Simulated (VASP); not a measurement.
A run of VASP 6.6.1:

The input POSCAR:

```
Be
1.0
   -1.2502620073      1.2502620073      1.2502620073
    1.2502620073     -1.2502620073      1.2502620073
    1.2502620073      1.2502620073     -1.2502620073
Be
1
Direct
    0.0000000000      0.0000000000      0.0000000000
```

Contents of INCAR.step1:

```
SYSTEM = Be
ALGO = Normal ; EDIFF = 1E-4
ENCUT = 520 ; GGA = PE
ISMEAR = 0 ; LASPH = .TRUE.
LCHARG = .FALSE. ; LREAL = .FALSE.
LWAVE = .TRUE. ; NBANDS = 7
NELM = 100 ; PREC = Accurate
SIGMA = 0.1
```

Contents of INCAR.step2:

```
SYSTEM = Be
ALGO = Normal ; EDIFF = 1E-6
ENCUT = 520 ; ISIF = 2
ISMEAR = 0 ; ISTART = 1
LASPH = .TRUE. ; LCHARG = .FALSE.
LMIXTAU = .TRUE. ; LREAL = .FALSE.
LWAVE = .FALSE. ; METAGGA = R2SCAN
NBANDS = 7 ; NELM = 100
PREC = Accurate ; SIGMA = 0.1
```

File KPOINTS:

```
k-points
0
G
  24 24 24
  0 0 0
```

Potentials or basis: VASP PAW PBE potentials, release 64 (Be).

Run with:

```sh
$ cat potpaw_PBE.64/Be/POTCAR > POTCAR
$ cp INCAR.step1 INCAR
$ mpirun -np 1 vasp_std > vasp.out
$ cp INCAR.step2 INCAR
$ mpirun -np 1 vasp_std > vasp.out
```

Hardware: 1 thread of AMD EPYC 7R43 64-Core Processor (Zen 3), on a shared host.

How long does it take, and how much memory?

Run time: 65 s on 1 thread of AMD EPYC 7R43 64-Core Processor (Zen 3) (shared host), peak memory 0.09 GiB. Counts: k points 413.
